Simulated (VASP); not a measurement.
A run of VASP 6.6.1 is set up as follows.

Contents of INCAR:

```
ALGO = Normal ; EDIFF = 1E-7
ENCUT = 520 ; GGA = PE
ISIF = 2 ; ISMEAR = 0
LASPH = True ; LCHARG = False
LREAL = False ; LWAVE = False
NBANDS = 19 ; NELM = 100
PREC = Accurate ; SIGMA = 0.05
```

The input KPOINTS:

```
k-points
0
Gamma
  13 13 13
```

The input POSCAR:

```
Zn
1.0
    0.0000000000      2.9080258286      2.9080258286
    2.9080258286      0.0000000000      2.9080258286
    2.9080258286      2.9080258286      0.0000000000
Zn
2
Direct
    0.0000000000      0.0000000000      0.0000000000
    0.2500000000      0.2500000000      0.2500000000
```

Potentials or basis: VASP PAW PBE potentials, release 64 (Zn).

The run is started by

```bash
$ cat potpaw_PBE.64/Zn/POTCAR > POTCAR
$ mpirun -np 1 vasp_std > vasp.out
```

(1) Estimate the pressure.

(2) Predict the band gap on the k mesh.

Answers

(1) 0.2 GPa.

(2) zero (bands 12 and 13 overlap by 5.84 eV).
